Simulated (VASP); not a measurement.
# Ti (Cmcm) in VASP: single point with r2SCAN

Aim: the single point of Ti with r2SCAN.

All numbers are computed with VASP 6.6.1; they aren't measurements. Logs are shortened: lines on timing, memory, paths and dates and some standing lists are left out, and cuts for length are marked.

## 1. The cell of the first run

Symmetry: Cmcm, No. 63, orthorhombic system. The conventional cell has a = 2.848 Å, b = 5.085 Å, c = 4.636 Å, α = 90.00°, β = 90.00°, γ = 90.00°. Ti (site symmetry m2m) has 12 Ti at 2.85 to 2.91 Å within 3.8 Å.

## 2. Single point, r2SCAN (strain -0.0300 x Voigt [1, 0, 0, 0, 0, 0])

Input file POSCAR:

```
Ti
1.0
    2.8477230345      0.0000000000      0.0000000000
   -1.4238615173      2.5424747328      0.0000000000
    0.0000000000      0.0000000000      4.6361929056
Ti
2
Direct
    0.3333333333      0.6666666667      0.2500000000
    0.6666666667      0.3333333333      0.7500000000
```

Input file INCAR.step1:

```
PREC = Accurate
ENCUT = 520
ISMEAR = 0
SIGMA = 0.15
LREAL = False
LASPH = True
NELM = 60
NBANDS = 19
GGA = PE
ALGO = Normal
EDIFF = 1E-4
LWAVE = True
LCHARG = False
```

Input file INCAR.step2:

```
PREC = Accurate
ENCUT = 520
EDIFF = 1E-7
ISMEAR = 0
SIGMA = 0.15
LREAL = False
LASPH = True
NELM = 60
ALGO = Normal
ISIF = 2
LWAVE = False
LCHARG = False
METAGGA = R2SCAN
LMIXTAU = True
NBANDS = 19
ISTART = 1
```

Input file KPOINTS:

```
regular mesh
0
Gamma
  24 24 14
```

Potentials or basis: VASP PAW PBE potentials, release 64 (Ti_sv).

The run is started by

```console
cat potpaw_PBE.64/Ti_sv/POTCAR > POTCAR
cp INCAR.step1 INCAR
mpirun -np 1 vasp_std > vasp.out
cp INCAR.step2 INCAR
mpirun -np 1 vasp_std > vasp.out
```

OUTCAR:

```text
PREC = Accurate
   ENCUT = 520
   EDIFF = 1E-7
   ISMEAR = 0
   LREAL = False
   LASPH = True
   NELM = 60
   ISIF = 2
   METAGGA = R2SCAN
   ISTART = 1

 ion  position               nearest neighbor table
   1  0.333  0.667  0.250-   2 2.85   2 2.85   2 2.85   2 2.85   2 2.87   2 2.87
   2  0.667  0.333  0.750-   1 2.85   1 2.85   1 2.85   1 2.85   1 2.87   1 2.87

  LATTYP: Found a base centered orthorhombic cell.
 ALAT       =     2.8477230345
 B/A-ratio  =     1.7856193892
 C/A-ratio  =     1.6280350475

  Lattice vectors:

 A1 = (   1.4238615173,  -2.5424747328,   0.0000000000)
 A2 = (   1.4238615172,   2.5424747328,   0.0000000000)
 A3 = (   0.0000000000,   0.0000000000,   4.6361929056)

Analysis of symmetry for initial positions (statically):
=====================================================================
 Subroutine PRICEL returns:
 Original cell was already a primitive cell.

 Routine SETGRP: Setting up the symmetry group for a
 base centered orthorhombic supercell.

 Subroutine GETGRP returns: Found  8 space group operations
 (whereof  4 operations were pure point group operations)
 out of a pool of  8 trial point group operations.

The static configuration has the point symmetry C_2h.
 The point group associated with its full space group is D_2h.

Analysis of symmetry for dynamics (positions and initial velocities):
=====================================================================
 Subroutine PRICEL returns:
 Original cell was already a primitive cell.

 Routine SETGRP: Setting up the symmetry group for a
 base centered orthorhombic supercell.

 Subroutine GETGRP returns: Found  8 space group operations
 (whereof  4 operations were pure point group operations)
 out of a pool of  8 trial point group operations.

The dynamic configuration has the point symmetry C_2h.
 The point group associated with its full space group is D_2h.

 Subroutine INISYM returns: Found  8 space group operations
 (whereof  4 operations are pure point group operations),
 and found     1 'primitive' translations

----------------------------------------------------------------------------------------

                                     Primitive cell

  volume of cell :      33.5673

  direct lattice vectors                    reciprocal lattice vectors
     2.847723034  0.000000000  0.000000000     0.351157745  0.196658788  0.000000000
    -1.423861517  2.542474733  0.000000000     0.000000000  0.393317576  0.000000000
[... 78 lines left out ...]
   ICHARG =      0    charge: 1-file 2-atom 10-const
   ISPIN  =      1    spin polarized calculation?
   LNONCOLLINEAR =      F non collinear calculations
   LSORBIT =      F    spin-orbit coupling
   LASPH  =      T    aspherical Exc in radial PAW
   ENCUT  =  520.0 eV  38.22 Ry    6.18 a.u.   5.29  5.42  8.62*2*pi/ulx,y,z
   NELM   =     60;   NELMIN=  2; NELMDL=  0     # of ELM steps
   EDIFF  = 0.1E-06   stopping-criterion for ELM
   LREAL  =      F    real-space projection
   EDIFFG = 0.1E-05   stopping-criterion for IOM
   NSW    =      0    number of steps for IOM
   IBRION =     -1    ionic relax: 0-MD 1-quasi-New 2-CG
   NFREE  =      0    steps in history (QN), initial steepest desc. (CG)
   ISIF   =      2    stress and relaxation
   ISYM   =      2    0-nonsym 1-usesym 2-fastsym
   POTIM  = 0.5000    time-step for ionic-motion
   TEBEG  =    0.0;   TEEND  =   0.0 temperature during run
   PSTRESS=    0.0 pullay stress
   NELECT =      24.0000    total number of electrons
   NUPDOWN=      -1.0000    fix difference up-down
   EMIN   =  10.00;   EMAX   =-10.00  energy-range for DOS
   EFERMI =   0.00;   METHOD = LEGACY
   ISMEAR =     0;   SIGMA  =   0.15  broadening in eV -4-tet -1-fermi 0-gaus
   EFERMI_NEDOS =   21; number of points for ismear=-14 and -15
   IALGO  =     38    algorithm
   IMIX   =      4    mixing-type and parameters
     AMIX     =   0.40;   BMIX     =  1.00
     AMIX_MAG =   1.60;   BMIX_MAG =  1.00
  volume/ion in A,a.u.               =      16.78       113.26
  Fermi-wavevector in a.u.,A,eV,Ry     =   1.463884  2.766339 29.156685  2.142956
  Thomas-Fermi vector in A             =   2.579926
   LORBIT       =      0    0 simple, 1 ext, 2 COOP (PROOUT), +10 PAW based schemes
   METAGGA = R2SCAN    functional components
   LHFCALC =     F    Hartree Fock is set to
   AEXX    =    0.0000 exact exchange contribution
   IVDW    =     0    specifies the selected vdW correction
   LEPSILON=     F    determine dielectric tensor
   LRPA    =     F    only Hartree local field effects (RPA)
 non-spin polarized calculation
 Gauss-broadening in eV      SIGMA  =   0.15
  energy-cutoff  :      520.00
  volume of cell :       33.57
 maximum number of plane-waves:       929
 NGX is ok and might be reduce to    24
   NGX = 11   NGY = 11   NGZ = 17

 number of electron      24.0000004 magnetization

 Free energy of the ion-electron system (eV)
  ---------------------------------------------------
  ext. energy  EPLUGINS =         0.00000000
  ---------------------------------------------------
  free energy    TOTEN  =       -25.88559098 eV

  energy without entropy =      -25.86653571  energy(sigma->0) =      -25.87606335

 E-fermi :   8.7611     XC(G=0): -12.5729

 val. band max:        8.7605014617   @ k =   0.0000   0.0417   0.2143
 cond. band min:       8.7627890188   @ k =   0.4583   0.2500   0.4286
 fundamental gap:      0.0022875571
 Fermi energy:         8.7611451016

 k-point     1 :       0.0000    0.0000    0.0000
  band No.  band energies     occupation
      1     -50.3998      2.00000
      2     -50.2421      2.00000
      3     -25.9929      2.00000
      4     -25.2669      2.00000
      5     -25.2375      2.00000
      6     -25.1895      2.00000
[... 505 lines left out ...]
      6     -25.4355      2.00000
[... 11 lines left out ...]
     18      12.6917      0.00000
     19      12.9688      0.00000

 [... further k-points ...]
[... 5 lines left out ...]
  --------------------------------------------------------------------------------------
  -------------------------------------------------------------------------------------
  Total        1.5469358      0.5057686      0.6095561     -0.0000000      0.0000000      0.0000000
  in kB       73.8357976     24.1405187     29.0943306     -0.0000000      0.0000000      0.0000000
  external PRESSURE =      42.3568823 kB  Pullay stress =       0.0000000 kB

 VOLUME and BASIS-vectors are now :
 -----------------------------------------------------------------------------
  energy-cutoff  :      520.00
  volume of cell :       33.57
      direct lattice vectors                 reciprocal lattice vectors
     2.847723034  0.000000000  0.000000000     0.351157745  0.196658788  0.000000000
    -1.423861517  2.542474733  0.000000000     0.000000000  0.393317576  0.000000000
     0.000000000  0.000000000  4.636192906     0.000000000  0.000000000  0.215694217

 POSITION                                       TOTAL-FORCE (eV/Angst)
 -----------------------------------------------------------------------------------
     -0.00000      1.69498      1.15905        -0.000000      0.098643      0.000000
      1.42386      0.84749      3.47714         0.000000     -0.098643      0.000000
 -----------------------------------------------------------------------------------
    total drift:                                0.000000     -0.000000      0.000000

  FREE ENERGIE OF THE ION-ELECTRON SYSTEM (eV)
  ---------------------------------------------------
  free  energy   TOTEN  =       -25.8855909820 eV

  energy  without entropy=      -25.8665357131  energy(sigma->0) =      -25.87606335
```

OUTCAR.step1:

```text
PREC = Accurate
   ENCUT = 520
   ISMEAR = 0
   LREAL = False
   LASPH = True
[... 754 lines left out ...]
     -0.00000      1.69498      1.15905        -0.000000      0.079867      0.000000
      1.42386      0.84749      3.47714         0.000000     -0.079867      0.000000
 -----------------------------------------------------------------------------------
    total drift:                                0.000000     -0.000000      0.000000

  FREE ENERGIE OF THE ION-ELECTRON SYSTEM (eV)
  ---------------------------------------------------
  free  energy   TOTEN  =       -15.6613173356 eV

  energy  without entropy=      -15.6381101202  energy(sigma->0) =      -15.64971373
```

Wall time 81 min (1 thread of Oxide Virtual Turin-like, shared host); peak memory 0.66 GiB.

What came out:

| Property | Result |
| --- | --- |
| Free energy | -25.8856 eV |
| Pressure | 4.2 GPa |
| Largest force | 0.099 eV/Å |
| Band gap on the k mesh | zero (bands 12 and 13 overlap by 1.12 eV) |

Forces on the atoms (eV/Å):
```
Ti   0.000  0.099  0.000
Ti   0.000 -0.099  0.000
```

Levels at points of the mesh, in eV from the Fermi level:
```
           k point  band 9  band 10  band 11  band 12  band 13  band 14  band 15  band 16
(0.00, 0.00, 0.00)   -6.69    -2.95     0.54     0.70     0.92     1.12     1.27     1.63
(0.50, 0.00, 0.00)   -2.53    -2.38    -2.05    -0.67     0.56     0.76     1.34     3.76
(0.00, 0.50, 0.00)   -2.57    -2.35    -2.04    -0.89     0.64     0.86     1.14     3.71
(0.00, 0.00, 0.50)   -4.73    -4.73     0.01     0.01     0.66     0.66     1.03     1.03
(0.50, 0.00, 0.50)   -2.76    -2.76    -0.92    -0.92     1.44     1.44     1.97     1.97
(0.00, 0.50, 0.50)   -2.79    -2.79    -0.95    -0.95     1.21     1.21     2.15     2.15
```

Caveat: the cell differs from its parent crystal (strain -0.0300 x Voigt [1, 0, 0, 0, 0, 0]); the cell stands under pressure; the PAW data sets were made with another functional, which shifts forces and pressure a little.
